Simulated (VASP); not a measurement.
Runs of VASP 6.6.1 on Ir. The structure is that of space group Fm-3m (No. 225), or close to it. The cells are those of the table. 

```tsv
task	cell	k mesh	gap on the mesh (eV)	pressure (GPa)	relaxed volume (Å³/atom)
single point	a = 2.704 Å, angles 60.0°, 1 atom	8 × 8 × 8	none	16.2	-
single point	a = 2.737 Å, angles 60.0°, 1 atom	18 × 18 × 18	none	(b)	-
relaxation of cell and atoms	relaxed from a = 2.704 Å, angles 60.0°, 1 atom	8 × 8 × 8	none	-0.1	(a)
relaxation of cell and atoms	relaxed from a = 2.741 Å, angles 60.0°, 1 atom	18 × 18 × 18	none	0.0	14.52
single point	a = 2.741 Å, angles 60.0°, 1 atom	8 × 8 × 8	none	0.3	-
```

Alike in all rows: level PBE; potentials or basis VASP PAW PBE potentials, release 64 (Ir); no spin polarisation; cutoff (eV) 500; smearing gaussian 0.1 eV.

Q: Estimate the missing entries.

A: (a) 14.58; (b) 0.4.

Caveats: spin-orbit coupling is left out, which moves the levels of the heavy elements; the cell stands under pressure (at least some runs).

A k mesh can miss the band edges, and the runs leave out spin-orbit coupling on Ir.

A gap of «none» marks levels without a gap at the run's occupations.
